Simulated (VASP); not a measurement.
Here is a VASP 6.6.1 calculation.

The input INCAR:

```
SYSTEM = PtSe2
  ALGO = Normal
  EDIFF = 1E-6
  ENCUT = 500
  GGA = PE
  GGA_COMPAT = .False.
  ISIF = 2
  ISMEAR = 1
  LASPH = .True.
  LCHARG = .False.
  LREAL = .False.
  LWAVE = .False.
  NBANDS = 18
  NELM = 120
  PREC = Accurate
  SIGMA = 0.025
```

Contents of KPOINTS:

```
k-points
0
Gamma
  9 9 6
  0 0 0
```

POSCAR

```
PtSe2
1.0
    3.7240000000      0.0000000000      0.0000000000
   -1.8620000000      3.2250786037      0.0000000000
    0.0000000000      0.0000000000      5.0620000000
Pt Se
1 2
Direct
    0.0000000000      0.0000000000      0.0000000000
    0.3333333333      0.6666666667      0.2500000000
    0.6666666667      0.3333333333      0.7500000000
```

Potentials or basis: VASP PAW PBE potentials, release 64 (Pt, Se).

Launch:

```console
$ cat potpaw_PBE.64/Pt/POTCAR potpaw_PBE.64/Se/POTCAR > POTCAR
$ mpirun -np 1 vasp_std > vasp.out
```

Question: What does it give for the band gap on the k mesh?

Answer: Zero (bands 11 and 12 overlap by 0.38 eV).

Question: Predict the largest force.

Answer: 0.592 eV/Å.

Stress tensor (GPa, compression positive):
```
7.95 0.00 0.00
0.00 7.95 0.00
0.00 0.00 6.00
```

Caveat: the cell stands under pressure; spin-orbit coupling is left out, which moves the levels of the heavy elements.
